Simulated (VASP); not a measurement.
Set up this calculation in VASP 6.6.1, as the native input.

```yaml
Task: relaxation of cell and atoms
Functional: PBE
Potentials_or_basis: VASP PAW PBE potentials, release 64 (B, As)
Cutoff: 600 eV
k_mesh: 3 × 3 × 3
Occupations: gaussian, width 0.2 eV
Spin: no spin polarisation
Dipole_correction: no
Further_INCAR_settings: ALGO = Normal; EDIFF = 1e-06; IBRION = 2; EDIFFG = -0.08; NSW = 36; ISIF = 3
```

The structure of B2As3 lies in POSCAR:

```
B2As3
1.0
    5.1000000000     -3.0150000000      0.0000000000
    5.1000000000      3.0150000000      0.0000000000
    0.0000000000      0.0000000000      5.4000000000
B As
4 6
Direct
    0.6748000000      0.9960000000      0.5665000000
    0.0040000000      0.3252000000      0.5665000000
    0.9960000000      0.6748000000      0.0665000000
    0.3252000000      0.0040000000      0.0665000000
    0.7525000000      0.2475000000      0.5000000000
    0.0787000000      0.3391000000      0.9198000000
    0.6609000000      0.9213000000      0.9198000000
    0.2475000000      0.7525000000      0.0000000000
    0.9213000000      0.6609000000      0.4198000000
    0.3391000000      0.0787000000      0.4198000000
```

The input as run:

INCAR

```
PREC = Accurate
ENCUT = 600
EDIFF = 1E-6
ISMEAR = 0
SIGMA = 0.2
LREAL = False
LASPH = True
NELM = 100
ALGO = Normal
ISIF = 3
LWAVE = False
LCHARG = False
GGA = PE
IBRION = 2
NSW = 36
EDIFFG = -0.08
```

KPOINTS

```
Automatic mesh
0
Gamma
  3 3 3
```

Potentials or basis: VASP PAW PBE potentials, release 64 (B, As).

The run is started by

```bash
$ cat potpaw_PBE.64/B/POTCAR potpaw_PBE.64/As/POTCAR > POTCAR
$ mpirun -np 1 vasp_std > vasp.out
```

Results of the run:

| Item | Value |
| --- | --- |
| Relaxed volume | 15.66 Å³/atom |
| Relaxed cell | a = 5.363 Å, b = 5.363 Å, c = 5.758 Å, α = 90.00°, β = 90.00°, γ = 70.98° |
| Space group after relaxing (to 0.1 Å) | Cmc2_1 (No. 36) |
| Energy gained by relaxing | 555.4 meV/atom |
| Ionic steps | 30 |
| Pressure after relaxing | -0.3 GPa |
| Largest force after relaxing | 0.080 eV/Å |
| Band gap on the k mesh | zero (bands 21 and 22 overlap by 0.62 eV) |

Caveat: the k points lie up to 0.41 Å⁻¹ apart in the final cell, too coarse for converged energies and pressures of a metal; semilocal functionals underestimate gaps, so a narrow gap can read as zero; the relaxation stopped at a loose force limit of 0.08 eV/Å, so its end isn't a converged minimum.

Run time: 29 min on 1 thread of Intel Xeon 8259CL (shared host), peak memory 0.35 GiB.
